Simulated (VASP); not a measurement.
Runs of VASP 6.6.1 on Cu. The structure is that of space group Fd-3m (No. 227), or close to it. The cells are those of the table. 

```tsv
task	cell	cutoff (eV)	gap on the mesh (eV)	pressure (GPa)
single point	a = 3.525 Å, angles 60.0°, 2 atoms	520	none	(a)
relaxation of cell and atoms	relaxed to 20 GPa from a = 3.314 Å, angles 60.0°, 2 atoms	600	none	20.0
relaxation of cell and atoms	relaxed to 20 GPa from a = 3.523 Å, angles 60.0°, 2 atoms	600	none	20.0
single point	a = 3.523 Å, angles 60.0°, 2 atoms	520	none	20.1
```

Alike in all rows: level PBE; potentials or basis VASP PAW PBE potentials, release 64 (Cu); no spin polarisation; k mesh 14 × 14 × 14; smearing fermi-dirac 0.1 eV.

Q: Estimate the missing entries.

A: (a) 20.2.

Caveats: the cell is relaxed towards a set pressure, so the enthalpy falls and the energy may rise (some runs).

A gap of «none» marks levels without a gap at the run's occupations.
